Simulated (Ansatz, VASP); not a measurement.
**Hf: VASP beside Ansatz**

```
Hf
1.0
     3.19670    0.00000    0.00000
    -1.59835    2.76842    0.00000
     0.00000    0.00000    5.05780
Hf
2
Direct
  0.33333 0.66667 0.25000
  0.66667 0.33333 0.75000
```

Alike in both runs: task electric field gradients; functional PBE; k mesh 13 × 13 × 7; occupations fermi-dirac, width 0.05 eV; no spin polarisation.

|  | VASP | Ansatz |
| --- | --- | --- |
| version | VASP 6.6.1 | Ansatz 0.2.0 |
| potentials or method | VASP PAW PBE potentials, release 64 (Hf_pv), cutoff 520 eV | all-electron PAW with datasets made for the crystal, scalar-relativistic |

Ansatz gave:

- pressure (GPa): 0.8
- traceless stress, the component that is largest in VASP (GPa): -0.07
- size of Vzz on the site where it differs most (V/Å²): 90.8

Task: Estimate VASP's values.

Result: Pressure (GPa): 0.3; traceless stress, the component that is largest in VASP (GPa): -0.15; size of Vzz on the site where it differs most (V/Å²): 82.0.

Ansatz ran all-electron here, and VASP with PAW potentials.

Neither program's run includes spin-orbit coupling.
